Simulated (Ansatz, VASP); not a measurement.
BiS: VASP beside Ansatz

Contents of INCAR:

```
PREC = Accurate ; ENCUT = 500
EDIFF = 1E-6 ; ISMEAR = 0
SIGMA = 0.05 ; LREAL = F
LASPH = T ; NELM = 120
ALGO = Normal ; ISIF = 2
LWAVE = F ; LCHARG = F
GGA = PE ; NBANDS = 29
GGA_COMPAT = F
```

Contents of KPOINTS:

```
Automatic mesh
0
Gamma
  10 10 6
```

Contents of POSCAR:

```
BiS
1.0
    4.2531522690      0.0000000000      0.0000000000
   -2.1265761345      3.6833379111      0.0000000000
    0.0000000000      0.0000000000      6.9376951447
Bi S
2 2
Direct
    0.0000000000      0.0000000000      0.0000000000
    0.0000000000      0.0000000000      0.5000000000
    0.3333333333      0.6666666667      0.2500000000
    0.6666666667      0.3333333333      0.7500000000
```

Input for Ansatz:

```yaml
crystal:
  lattice:
    - [4.25315226899, 0.0, 0.0]
    - [-2.126576134495, 3.683337911109, 0.0]
    - [0.0, 0.0, 6.9376951447]
  atoms:
    - { symbol: Bi, position: [0.0, 0.0, 0.0] }
    - { symbol: Bi, position: [0.0, 0.0, 0.5] }
    - { symbol: S, position: [0.3333333333333, 0.6666666666667, 0.25] }
    - { symbol: S, position: [0.6666666666667, 0.3333333333333, 0.75] }
basis:
  ecutwfc: 420
  ecutrho_ratio: 4
  xc_grid: 1
kpoints:
  mp_grid: { grid: [10, 10, 6] }
hamiltonian:
  xc: pbe
scf:
  occupations: { method: gaussian, width: 0.05 }
output:
  forces: true
  stress: true
  write_density: true
  write_potential: true
  elf: true
  volumetric_format: npy
```

Alike in both runs: task single point; functional PBE; k mesh 10 × 10 × 6; occupations gaussian, width 0.05 eV; no spin polarisation.

```csv
,VASP,Ansatz
version,VASP 6.6.1,Ansatz 0.2.0
potentials or method,"VASP PAW PBE potentials, release 64 (Bi_d, S), cutoff 500 eV","scalar-relativistic, plane waves, PAW"
valence electrons in the cell,42,42
```

Ansatz gave:

- gap on the k mesh at the Fermi level (eV): none
- pressure (GPa): 0.0

Question: Which values does VASP return?

Answer: gap on the k mesh at the Fermi level (eV): none; pressure (GPa): -0.1.

A gap of «none» marks a metal or a gap that the smearing closes.

Spin-orbit coupling is off throughout.
